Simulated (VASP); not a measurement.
A run of VASP 6.6.1 is set up as follows.

File INCAR:

```
SYSTEM = Sb2Se3
PREC = Accurate
ENCUT = 500
EDIFF = 1E-6
ISMEAR = 0
SIGMA = 0.15
LREAL = .False.
LASPH = .True.
NELM = 120
ALGO = Normal
ISIF = 2
LWAVE = .False.
LCHARG = .False.
GGA = PE
NBANDS = 22
GGA_COMPAT = .False.
```

The input KPOINTS:

```
regular mesh
0
Gamma
  3 3 3
  0 0 0
```

POSCAR

```
Sb2Se3
1.0
   -2.8175591662      2.8175591662      8.5197591345
    2.8175591662     -2.8175591662      8.5197591345
    2.8175591662      2.8175591662     -8.5197591345
Sb Se
2 3
Direct
    0.4796557117     -0.0203442883      0.5000000000
    1.0203442883      0.5203442883      0.5000000000
    0.1620074546      0.6620074546      0.5000000000
    0.3379925454      0.8379925454      0.5000000000
    0.5000000000      0.5000000000      0.0000000000
```

Potentials or basis: VASP PAW PBE potentials, release 64 (Sb, Se).

Launch:

```console
$ cat potpaw_PBE.64/Sb/POTCAR potpaw_PBE.64/Se/POTCAR > POTCAR
$ mpirun -np 1 vasp_std > vasp.out
```

Question: Predict the largest force.

Answer: 0.125 eV/Å.

Question: What does it give for the pressure?

Answer: 0.3 GPa.

Stress tensor (GPa, compression positive):
```
0.08 0.00 0.00
0.00 0.08 0.00
0.00 0.00 0.61
```
